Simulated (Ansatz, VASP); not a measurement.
Two plane-wave programs on RuS

The input INCAR:

```
SYSTEM = RuS
PREC = Accurate
ENCUT = 520
EDIFF = 1E-7
ISMEAR = 0
SIGMA = 0.05
LREAL = .FALSE.
LASPH = .TRUE.
NELM = 100
ALGO = Normal
ISIF = 2
LWAVE = .FALSE.
LCHARG = .FALSE.
GGA = PS
NBANDS = 17
```

Contents of KPOINTS:

```
Automatic mesh
0
G
  10 10 10
  0 0 0
```

Contents of POSCAR:

```
RuS
1.0
    0.0000000000      2.6005202394      2.6005202394
    2.6005202394      0.0000000000      2.6005202394
    2.6005202394      2.6005202394      0.0000000000
Ru S
1 1
Direct
    0.0000000000      0.0000000000      0.0000000000
    0.2500000000      0.2500000000      0.2500000000
```

Input for Ansatz:

```yaml
crystal:
  lattice:
    - [0.0, 2.6005202394, 2.6005202394]
    - [2.6005202394, 0.0, 2.6005202394]
    - [2.6005202394, 2.6005202394, 0.0]
  atoms:
    - { symbol: Ru, position: [0.0, 0.0, 0.0] }
    - { symbol: S, position: [0.25, 0.25, 0.25] }
basis:
  ecutwfc: 420
  ecutrho_ratio: 4
kpoints:
  mp_grid: { grid: [10, 10, 10] }
hamiltonian:
  xc: pbesol
scf:
  occupations: { method: gaussian, width: 0.05 }
output:
  forces: true
  stress: true
```

Alike in both runs: task single point; functional PBEsol; k mesh 10 × 10 × 10; occupations gaussian, width 0.05 eV; no spin polarisation.

|  | VASP | Ansatz |
| --- | --- | --- |
| version | VASP 6.6.1 | Ansatz 0.2.0 |
| potentials or method | VASP PAW PBE potentials, release 64 (Ru_pv, S), cutoff 520 eV | scalar-relativistic, plane waves, PAW |
| valence electrons in the cell | 20 | 22 |

Ansatz gave:

| Quantity | Value |
| --- | --- |
| pressure (GPa) | -5.7 |

**Question.** What did VASP give for the same quantities?

**Answer.** Pressure (GPa): -5.6.

VASP's potentials were made for PBE, not for PBEsol. VASP's potentials hold 20 valence electrons a cell and Ansatz's 22, so a difference there can come from the potentials and not from the codes.
